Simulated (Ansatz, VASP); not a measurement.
**TiCl2F in VASP and in Ansatz**

INCAR

```
ALGO = Normal
EDIFF = 1E-7
ENCUT = 520
GGA = PE
ISIF = 2
ISMEAR = 0
ISPIN = 2
LASPH = T
LCHARG = T
LELF = T
LMAXMIX = 4
LORBIT = 11
LREAL = F
LVHAR = T
LWAVE = F
MAGMOM = 1 0 0 0
NBANDS = 28
NELM = 150
PREC = Accurate
SIGMA = 0.1
```

KPOINTS

```
k-points
0
Gamma
  6 6 4
```

Contents of POSCAR:

```
TiCl2F
1.0
    4.5607790500      0.0000000000      0.0000000000
   -2.2803895200      3.9497505200      0.0000000000
    0.0000000000      0.0000000000      4.4088543000
Ti Cl F
1 2 1
Direct
    0.0000000000      0.0000000000      0.0000000000
    0.6666666700      0.3333333300      0.5000000000
    0.3333333300      0.6666666700      0.0000000000
    0.6666666700      0.3333333300      0.0000000000
```

Input for Ansatz:

```yaml
crystal:
  lattice:
    - [4.56077905, 0.0, 0.0]
    - [-2.28038952, 3.94975052, 0.0]
    - [0.0, 0.0, 4.4088543]
  atoms:
    - { symbol: Ti, position: [0.0, 0.0, 0.0], spin: 1.0 }
    - { symbol: Cl, position: [0.66666667, 0.33333333, 0.5] }
    - { symbol: Cl, position: [0.33333333, 0.66666667, 0.0] }
    - { symbol: F, position: [0.66666667, 0.33333333, 0.0] }
basis:
  ecutwfc: 420
kpoints:
  mp_grid: { grid: [6, 6, 4] }
hamiltonian:
  xc: pbe
scf:
  occupations: { method: gaussian, width: 0.1 }
  lower_state_search: "off"
output:
  forces: true
  stress: true
  eigenvalues: true
  populations: true
magnetization:
  spin_polarized: true
```

Alike in both runs: task single point; functional PBE; k mesh 6 × 6 × 4; occupations gaussian, width 0.1 eV; collinear spin.

```csv
,VASP,Ansatz
version,VASP 6.6.1,Ansatz 0.2.0
potentials or method,"VASP PAW PBE potentials, release 64 (Ti_sv, Cl, F), cutoff 520 eV","scalar-relativistic, plane waves, PAW"
valence electrons in the cell,33,33
```

Ansatz gave:

```
gap on the k mesh at the Fermi level (eV)                     : none
pressure (GPa)                                                : -0.4
traceless stress, the component that is largest in VASP (GPa) : 17.98
net moment per atom (μB)                                      : 0.38
size of the moment on the site where the two differ most (μB) : 1.39
```

Problem. Which values does VASP return?

Solution. gap on the k mesh at the Fermi level (eV): none; pressure (GPa): -0.5; traceless stress, the component that is largest in VASP (GPa): 17.90; net moment per atom (μB): 0.38; size of the moment on the site where the two differ most (μB): 1.43.

Site moments also hang on the region over which each program counts them. A gap of «none» marks a metal or a gap that the smearing closes. With one functional, cell and mesh, what is left measures potentials, basis and numerics.
